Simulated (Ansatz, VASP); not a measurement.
I in VASP and in Ansatz

Contents of INCAR:

```
PREC = Accurate ; ENCUT = 520
EDIFF = 1E-7 ; ISMEAR = -1
SIGMA = 0.05 ; LREAL = F
LASPH = T ; NELM = 100
ALGO = Normal ; ISIF = 2
LWAVE = F ; LCHARG = F
NBANDS = 22
```

Contents of KPOINTS:

```
Automatic mesh
0
Gamma
  7 7 3
```

POSCAR

```
I
1.0
    3.5886574692     -2.1413150360      0.0000000000
    3.5886574692      2.1413150360      0.0000000000
    0.0000000000      0.0000000000      9.6272130010
I
4
Direct
    0.8254264989      0.1745735011      0.1231842597
    0.6745735011      0.3254264989      0.6231842597
    0.1745735011      0.8254264989      0.8768157403
    0.3254264989      0.6745735011      0.3768157403
```

Input for Ansatz:

```yaml
crystal:
  lattice:
    - [3.5886574692, -2.141315036, 0.0]
    - [3.5886574692, 2.141315036, 0.0]
    - [0.0, 0.0, 9.627213001]
  atoms:
    - { symbol: I, position: [0.8254264989, 0.1745735011, 0.1231842597] }
    - { symbol: I, position: [0.6745735011, 0.3254264989, 0.6231842597] }
    - { symbol: I, position: [0.1745735011, 0.8254264989, 0.8768157403] }
    - { symbol: I, position: [0.3254264989, 0.6745735011, 0.3768157403] }
hamiltonian:
  xc: lda
  pseudopotentials:
    kind: paw
    azcp:
      I: "pseudopotentials/I.paw.azcp"
basis:
  ecutwfc: 420
  fft_grid_basis: typed
kpoints:
  mp_grid: { grid: [7, 7, 3], shift: [0, 0, 0] }
magnetization:
  spin_polarized: false
scf:
  occupations: { method: fermi_dirac, width: 0.05 }
  lower_state_search: "off"
output:
  stress: true
```

Alike in both runs: task single point; functional LDA; k mesh 7 × 7 × 3; occupations fermi-dirac, width 0.05 eV; no spin polarisation.

```csv
,VASP,Ansatz
version,VASP 6.6.1,Ansatz 0.2.0
potentials or method,"VASP PAW LDA potentials, release 64 (I), cutoff 520 eV","plane waves (420 eV) with PAW, scalar-relativistic"
valence electrons in the cell,28,68
```

Ansatz gave:

| Property | Result |
| --- | --- |
| pressure (GPa) | 0.0 |
| traceless stress, the component that is largest in VASP (GPa) | -0.15 |

Problem. What did VASP give for the same quantities?

Solution. Pressure (GPa): 0.0; traceless stress, the component that is largest in VASP (GPa): -0.14.

Ansatz warns that its potentials were made for another functional, while VASP's fit it. LDA's correlation is that of Perdew and Zunger in VASP and of Perdew and Wang (1992) in Ansatz. VASP's potentials hold 28 valence electrons a cell and Ansatz's 68, so a difference there can come from the potentials and not from the codes.

Neither program's run includes spin-orbit coupling.
